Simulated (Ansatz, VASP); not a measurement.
# Two plane-wave programs on MgS

```xyz
2
Lattice="0.0000 2.8589 2.8589 2.8589 0.0000 2.8589 2.8589 2.8589 0.0000" Properties=species:S:1:pos:R:3 pbc="T T T"
Mg    0.0000    0.0000    0.0000
S     4.2884    4.2884    4.2884
```

Alike in both runs: task single point; functional r2SCAN; k mesh 6 × 6 × 6; no spin polarisation.

|  | VASP | Ansatz |
| --- | --- | --- |
| version | VASP 6.6.1 | Ansatz 0.2.0 |
| potentials or method | VASP PAW PBE potentials, release 64 (Mg_sv, S) | plane waves, PAW |
| plane-wave cutoff (eV) | 920 | 500 |
| occupations | gaussian, width 0.01 eV | fixed |
| valence electrons in the cell | 16 | 16 |

```tsv
	VASP	Ansatz	Ansatz less VASP
gap on the k mesh at the Fermi level (eV)	3.99	3.99	-0.005
pressure (GPa)	-1.6	-1.7	-0.05
```

VASP's potentials were made for PBE, not for r2SCAN.
